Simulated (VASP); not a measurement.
# Zr4TiC5 (P1) in VASP: further runs

The runs below take Zr4TiC5 through single point, relaxation of cell and atoms, with PBE.

Program: VASP 6.6.1. These are calculated values, not measurements. Logs are shortened: lines on timing, memory, paths and dates and some standing lists are left out, and cuts for length are marked.

## (1) The cell of the first run

The typed cell holds 20 atoms: a = 5.681 Å, b = 5.686 Å, c = 8.680 Å, α = 83.81°, β = 70.91°, γ = 70.67°.

## (2) Single point, PBE

File INCAR:

```
PREC = Accurate
ENCUT = 520
EDIFF = 1E-6
ISMEAR = 0
SIGMA = 0.1
LREAL = Auto
LASPH = T
NELM = 80
ALGO = Normal
ISIF = 2
LWAVE = F
LCHARG = F
GGA = PE
NBANDS = 96
ISYM = 0
```

File KPOINTS:

```
Automatic mesh
0
Gamma
  4 4 3
```

File POSCAR:

```
Zr4TiC5
1.0
    2.3227268986      2.3236428686      4.6351612155
   -2.3266985466     -2.3247050839      4.6376816226
    6.9624840784     -4.6379435688      2.3157433416
C Ti Zr
10 2 8
Direct
    0.9567895295      0.7498641904      0.6056909333
    0.8623929839      0.2496085851      0.7948153691
    0.3420560089      0.7507032321      0.7949397318
    0.7570290774      0.7449749659      0.9951542133
    0.1494234218      0.7502363447      0.2002958282
    0.0517284538      0.2450495431      0.4053440329
    0.5416737829      0.7555899747      0.4055131294
    0.4364424046      0.2509054121      0.6058021043
    0.2469832277      0.2555633002      0.9952291917
    0.6494075963      0.2502248462      0.2003082766
    0.1980311377      0.0002210962      0.6027121942
    0.1007370275      0.5001116009      0.7979456754
    0.6003805095      0.0002312198      0.7985799711
    0.0016141596      0.0001905862      0.9960564983
    0.3989915862      0.0001955068      0.2010253034
    0.2970813477      0.5002947158      0.4045936281
    0.7974546917      0.0003399623      0.4037556436
    0.6983685969      0.5002749137      0.6020538556
    0.5012374720      0.5002113975      0.9968877703
    0.8997436824      0.5002852799      0.1996191991
```

Potentials or basis: VASP PAW PBE potentials, release 64 (C, Ti_sv, Zr_sv).

The run is started by

```console
> cat potpaw_PBE.64/C/POTCAR potpaw_PBE.64/Ti_sv/POTCAR potpaw_PBE.64/Zr_sv/POTCAR > POTCAR
> mpirun -np 1 vasp_std > vasp.out
```

OUTCAR:

```text
PREC = Accurate
   ENCUT = 520
   EDIFF = 1E-6
   ISMEAR = 0
   LREAL = Auto
   LASPH = T
   NELM = 80
   ISIF = 2
   GGA = PE
   ISYM = 0

 ion  position               nearest neighbor table
   1  0.957  0.750  0.606-  12 2.25  11 2.27  16 2.30  13 2.31  17 2.36  18 2.36
   2  0.862  0.250  0.795-  11 2.25  12 2.27  14 2.31  18 2.31  19 2.36  13 2.36
   3  0.342  0.751  0.795-  11 2.25  12 2.27  14 2.30  18 2.31  19 2.36  13 2.36
   4  0.757  0.745  0.995-  12 2.28  19 2.32  14 2.32  20 2.32  13 2.33  15 2.38
   5  0.149  0.750  0.200-  15 2.32  20 2.32  19 2.34  17 2.34  14 2.35  16 2.35
   6  0.052  0.245  0.405-  11 2.28  17 2.32  16 2.32  15 2.32  18 2.33  20 2.38
   7  0.542  0.756  0.406-  11 2.28  17 2.32  16 2.32  15 2.32  18 2.33  20 2.38
   8  0.436  0.251  0.606-  12 2.25  11 2.28  16 2.31  13 2.31  17 2.36  18 2.36
   9  0.247  0.256  0.995-  12 2.28  19 2.32  14 2.32  20 2.32  13 2.33  15 2.38
  10  0.649  0.250  0.200-  20 2.32  15 2.32  17 2.34  19 2.34  14 2.35  16 2.35
  11  0.198  0.000  0.603-   2 2.25   3 2.25   1 2.27   8 2.28   7 2.28   6 2.28  14 3.23  13 3.26
                            13 3.26  16 3.27  16 3.28  17 3.28  17 3.28  18 3.29  18 3.29  15 3.30
  12  0.101  0.500  0.798-   8 2.25   1 2.25   3 2.27   2 2.27   9 2.28   4 2.28  16 3.23  18 3.26
                            18 3.26  14 3.27  14 3.27  19 3.28  19 3.28  13 3.29  13 3.29  20 3.29
  13  0.600  0.000  0.799-   1 2.31   8 2.31   4 2.33   9 2.33   2 2.36   3 2.36  17 3.24  11 3.26
                            11 3.26  18 3.27  18 3.27  14 3.27  14 3.27  19 3.27  19 3.28  12 3.29
  14  0.002  0.000  0.996-   3 2.30   2 2.31   4 2.32   9 2.32   5 2.35  10 2.35  11 3.23  13 3.27
                            13 3.27  12 3.27  12 3.27  19 3.29  19 3.29  20 3.30  20 3.30  15 3.30
  15  0.399  0.000  0.201-   5 2.32  10 2.32   6 2.32   7 2.32   4 2.38   9 2.38  20 3.29  20 3.29
                            17 3.29  17 3.29  11 3.30  16 3.30  16 3.30  19 3.30  14 3.30  19 3.30
  16  0.297  0.500  0.405-   1 2.30   8 2.31   6 2.32   7 2.32   5 2.35  10 2.35  12 3.23  18 3.27
                            18 3.27  11 3.27  11 3.28  17 3.29  17 3.29  15 3.30  15 3.30  20 3.30
  17  0.797  0.000  0.404-   7 2.32   6 2.32  10 2.34   5 2.34   8 2.36   1 2.36  13 3.24  18 3.27
                            11 3.28  18 3.28  11 3.28  16 3.29  16 3.29  15 3.29  15 3.29  20 3.30
  18  0.698  0.500  0.602-   3 2.31   2 2.31   7 2.33   6 2.33   8 2.36   1 2.36  19 3.24  12 3.26
                            12 3.26  13 3.27  13 3.27  16 3.27  16 3.27  17 3.27  17 3.28  11 3.29
  19  0.501  0.500  0.997-   4 2.32   9 2.32   5 2.34  10 2.34   3 2.36   2 2.36  18 3.24  13 3.27
                            12 3.28  13 3.28  12 3.28  14 3.29  14 3.29  20 3.29  20 3.29  15 3.30
  20  0.900  0.500  0.200-   5 2.32  10 2.32   9 2.32   4 2.32   6 2.38   7 2.38  15 3.29  15 3.29
                            19 3.29  19 3.29  12 3.29  14 3.30  14 3.30  17 3.30  16 3.30  17 3.30

IMPORTANT INFORMATION: All symmetrisations will be switched off!
NOSYMM: (Re-)initialisation of all symmetry stuff for point group C_1.

----------------------------------------------------------------------------------------

                                     Primitive cell

  volume of cell :     250.0477

  direct lattice vectors                    reciprocal lattice vectors
     2.322726899  2.323642869  4.635161216     0.064491228  0.150682515  0.107886676
    -2.326698547 -2.324705084  4.637681623    -0.107493783 -0.107553052  0.107783432
     6.962484078 -4.637943569  2.315743342     0.086190339 -0.086210303  0.000027041

  length of vectors
     5.681469521  5.685584463  8.680401622     0.196224040  0.186386268  0.121905667

  position of ions in fractional coordinates (direct lattice)
     0.956789529  0.749864190  0.605690933
     0.862392984  0.249608585  0.794815369
     0.342056009  0.750703232  0.794939732
     0.757029077  0.744974966  0.995154213
     0.149423422  0.750236345  0.200295828
     0.051728454  0.245049543  0.405344033
[... 12 lines left out ...]
     0.501237472  0.500211398  0.996887770
     0.899743682  0.500285280  0.199619199

  ion indices of the primitive-cell ions
   primitive index   ion index
                 1           1
                 2           2
                 3           3
                 4           4
                 5           5
                 6           6
[... 12 lines left out ...]
                19          19
                20          20

----------------------------------------------------------------------------------------

 KPOINTS: Automatic mesh

Automatic generation of k-mesh.
 Grid dimensions read from file:
 generate k-points for:    4    4    3

 Generating k-lattice:

  Cartesian coordinates                     Fractional coordinates (reciprocal lattice)
     0.016122807  0.037670629  0.026971669     0.250000000  0.000000000 -0.000000000
    -0.026873446 -0.026888263  0.026945858     0.000000000  0.250000000 -0.000000000
     0.028730113 -0.028736768  0.000009014     0.000000000 -0.000000000  0.333333333

  Length of vectors
     0.049056010  0.046596567  0.040635222

  Shift w.r.t. Gamma in fractional coordinates (k-lattice)
     0.000000000  0.000000000  0.000000000

 Subroutine IBZKPT returns following result:
 ===========================================

 Found     26 irreducible k-points:

 Following reciprocal coordinates:
            Coordinates               Weight
  0.000000  0.000000  0.000000      1.000000
  0.250000  0.000000  0.000000      2.000000
  0.500000  0.000000  0.000000      1.000000
 -0.000000  0.250000  0.000000      2.000000
  0.250000  0.250000  0.000000      2.000000
  0.500000  0.250000  0.000000      2.000000
[... 16 lines left out ...]
  0.000000 -0.250000  0.333333      2.000000
  0.250000 -0.250000  0.333333      2.000000
 [... further k-points ...]
   k-points           NKPTS =     26   k-points in BZ     NKDIM =     26   number of bands    NBANDS=     96
   number of dos      NEDOS =    301   number of ions     NIONS =     20
   total plane-waves  NPLWV = 123480
   dimension x,y,z NGX =    42 NGY =   42 NGZ =   70
   dimension x,y,z NGXF=    84 NGYF=   84 NGZF=  140
   ions per type =              10   2   8
   NGX,Y,Z   is equivalent  to a cutoff of  12.29, 12.28, 13.41 a.u.
   NGXF,Y,Z  is equivalent  to a cutoff of  24.58, 24.56, 26.81 a.u.
 SYSTEM =  unknown system
   PREC   = accura    normal or accurate (medium, high low for compatibility)
   ISTART =      0    job   : 0-new  1-cont  2-samecut
   ICHARG =      2    charge: 1-file 2-atom 10-const
   ISPIN  =      1    spin polarized calculation?
   LNONCOLLINEAR =      F non collinear calculations
   LSORBIT =      F    spin-orbit coupling
   LASPH  =      T    aspherical Exc in radial PAW
   ENCUT  =  520.0 eV  38.22 Ry    6.18 a.u.  10.56 10.57 16.14*2*pi/ulx,y,z
   NELM   =     80;   NELMIN=  2; NELMDL= -5     # of ELM steps
   EDIFF  = 0.1E-05   stopping-criterion for ELM
   LREAL  =      T    real-space projection
   EDIFFG = 0.1E-04   stopping-criterion for IOM
   NSW    =      0    number of steps for IOM
   IBRION =     -1    ionic relax: 0-MD 1-quasi-New 2-CG
   NFREE  =      0    steps in history (QN), initial steepest desc. (CG)
   ISIF   =      2    stress and relaxation
   ISYM   =      0    0-nonsym 1-usesym 2-fastsym
   POTIM  = 0.5000    time-step for ionic-motion
   TEBEG  =    0.0;   TEEND  =   0.0 temperature during run
   PSTRESS=    0.0 pullay stress
   NELECT =     160.0000    total number of electrons
   NUPDOWN=      -1.0000    fix difference up-down
   EMIN   =  10.00;   EMAX   =-10.00  energy-range for DOS
   EFERMI =   0.00;   METHOD = LEGACY
   ISMEAR =     0;   SIGMA  =   0.10  broadening in eV -4-tet -1-fermi 0-gaus
   EFERMI_NEDOS =   21; number of points for ismear=-14 and -15
   IALGO  =     38    algorithm
   IMIX   =      4    mixing-type and parameters
     AMIX     =   0.40;   BMIX     =  1.00
     AMIX_MAG =   1.60;   BMIX_MAG =  1.00
  volume/ion in A,a.u.               =      12.50        84.37
  Fermi-wavevector in a.u.,A,eV,Ry     =   1.410719  2.665872 27.077337  1.990128
  Thomas-Fermi vector in A             =   2.532644
   LORBIT       =      0    0 simple, 1 ext, 2 COOP (PROOUT), +10 PAW based schemes
   GGA     = PE    functional components
   LHFCALC =     F    Hartree Fock is set to
   AEXX    =    0.0000 exact exchange contribution
   IVDW    =     0    specifies the selected vdW correction
   LEPSILON=     F    determine dielectric tensor
   LRPA    =     F    only Hartree local field effects (RPA)
 non-spin polarized calculation
 Gauss-broadening in eV      SIGMA  =   0.10
  energy-cutoff  :      520.00
  volume of cell :      250.05
 maximum number of plane-waves:      6768
   NGX = 21   NGY = 21   NGZ = 33

 number of electron     160.0000004 magnetization

 Free energy of the ion-electron system (eV)
  ---------------------------------------------------
  ext. energy  EPLUGINS =         0.00000000
  ---------------------------------------------------
  free energy    TOTEN  =      -192.28591996 eV

  energy without entropy =     -192.27135416  energy(sigma->0) =     -192.27863706

 E-fermi :   9.3987     XC(G=0): -12.1925

 val. band max:        9.3941968576   @ k =   0.2500  -0.2500   0.3333
 cond. band min:       9.4080181897   @ k =  -0.0000   0.0000   0.3333
 fundamental gap:      0.0138213321
 Fermi energy:         9.3986606083

 k-point     1 :       0.0000    0.0000    0.0000
  band No.  band energies     occupation
      1     -47.3789      2.00000
      2     -47.3684      2.00000
      3     -38.5450      2.00000
      4     -38.4729      2.00000
      5     -38.4666      2.00000
      6     -38.4499      2.00000
[... 84 lines left out ...]
     91      12.2549      0.00000
     92      12.4454      0.00000

 k-point     2 :       0.2500    0.0000    0.0000
  band No.  band energies     occupation
      1     -47.3789      2.00000
      2     -47.3684      2.00000
      3     -38.5321      2.00000
      4     -38.4800      2.00000
      5     -38.4591      2.00000
      6     -38.4519      2.00000
[... 2079 lines left out ...]
     91      12.2197      0.00000
     92      12.3133      0.00000

 k-point    24 :       0.2500   -0.2500    0.3333
  band No.  band energies     occupation
      1     -47.3774      2.00000
      2     -47.3700      2.00000
      3     -38.5112      2.00000
      4     -38.4773      2.00000
      5     -38.4675      2.00000
      6     -38.4513      2.00000
[... 84 lines left out ...]
     91      12.4401      0.00000
     92      12.5134      0.00000

 [... further k-points ...]

 [bands above 92 left out]

------------------------ aborting loop because EDIFF is reached ----------------------------------------

  FORCE on cell =-STRESS in cart. coord.  units (eV):
  Direction    XX          YY          ZZ          XY          YZ          ZX
  --------------------------------------------------------------------------------------
  -------------------------------------------------------------------------------------
  Total        0.2010180      0.5177626      0.6366144     -0.0106073     -0.0302514      0.0074854
  in kB        1.2880198      3.3175566      4.0790978     -0.0679663     -0.1938355      0.0479623
  external PRESSURE =       2.8948914 kB  Pullay stress =       0.0000000 kB

 VOLUME and BASIS-vectors are now :
 -----------------------------------------------------------------------------
  energy-cutoff  :      520.00
  volume of cell :      250.05
      direct lattice vectors                 reciprocal lattice vectors
     2.322726899  2.323642869  4.635161216     0.064491228  0.150682515  0.107886676
    -2.326698547 -2.324705084  4.637681623    -0.107493783 -0.107553052  0.107783432
     6.962484078 -4.637943569  2.315743342     0.086190339 -0.086210303  0.000027041

 POSITION                                       TOTAL-FORCE (eV/Angst)
 -----------------------------------------------------------------------------------
      4.69477     -2.32914      9.31513         0.001373      0.009746     -0.012691
      6.95623     -2.26268      6.99552         0.013955     -0.009708     -0.009452
      4.58260     -4.63723      6.90788        -0.006856     -0.006452      0.004565
      6.95378     -4.58825      9.26843        -0.000728      0.009461      0.002790
     -0.00395     -2.32583      4.63579         0.000052     -0.004655     -0.000748
      2.37220     -2.32943      2.31490         0.012705     -0.004346      0.000187
[... 12 lines left out ...]
      6.94121     -4.62166      6.95167        -0.007302     -0.000522     -0.005255
      2.31569      0.00184      6.95289         0.000229      0.001304     -0.003555
 -----------------------------------------------------------------------------------
    total drift:                                0.001694      0.008101      0.025718

  FREE ENERGIE OF THE ION-ELECTRON SYSTEM (eV)
  ---------------------------------------------------
  free  energy   TOTEN  =      -192.2859199595 eV

  energy  without entropy=     -192.2713541578  energy(sigma->0) =     -192.27863706
```

Run time: 14 min. Hardware: 1 thread of Intel Xeon 6975P-C (Granite Rapids), shared host; peak memory 0.56 GiB.

Results:

| Property | Result |
| --- | --- |
| Free energy | -192.2859 eV |
| Pressure | 0.3 GPa |
| Largest force | 0.019 eV/Å |
| Band gap on the k mesh | zero (bands 80 and 81 overlap by 1.14 eV) |

Forces on the atoms (eV/Å):
```
C    0.001  0.010 -0.013
C    0.014 -0.010 -0.009
C   -0.007 -0.006  0.005
C   -0.001  0.009  0.003
C    0.000 -0.005 -0.001
C    0.013 -0.004  0.000
C   -0.005 -0.006  0.005
C   -0.011  0.009 -0.002
C   -0.002  0.004  0.005
C   -0.001 -0.004  0.000
Ti  -0.009  0.013  0.010
Ti   0.007 -0.012 -0.001
Zr   0.000 -0.009 -0.007
Zr  -0.009  0.006 -0.002
Zr  -0.001 -0.001  0.003
Zr   0.009 -0.005  0.004
Zr   0.008  0.003  0.004
Zr   0.001  0.008  0.006
Zr  -0.007 -0.001 -0.005
Zr   0.000  0.001 -0.004
```

Levels at points of the mesh, in eV from the Fermi level:
```tsv
k point	band 78	band 79	band 80	band 81	band 82	band 83
(0.00, 0.00, 0.00)	0.91	1.00	1.05	1.06	1.12	1.14
(0.50, 0.00, 0.00)	-1.51	-1.43	-1.36	1.22	1.32	1.51
(0.00, 0.50, 0.00)	-1.50	-1.46	-1.46	1.22	1.22	1.36
(0.50, 0.50, 0.00)	-0.70	-0.69	0.12	0.15	0.46	0.47
```

(Continued in part 2 of 2.)

The gap in the log of VASP goes by the Fermi energy; the results here count the filled bands.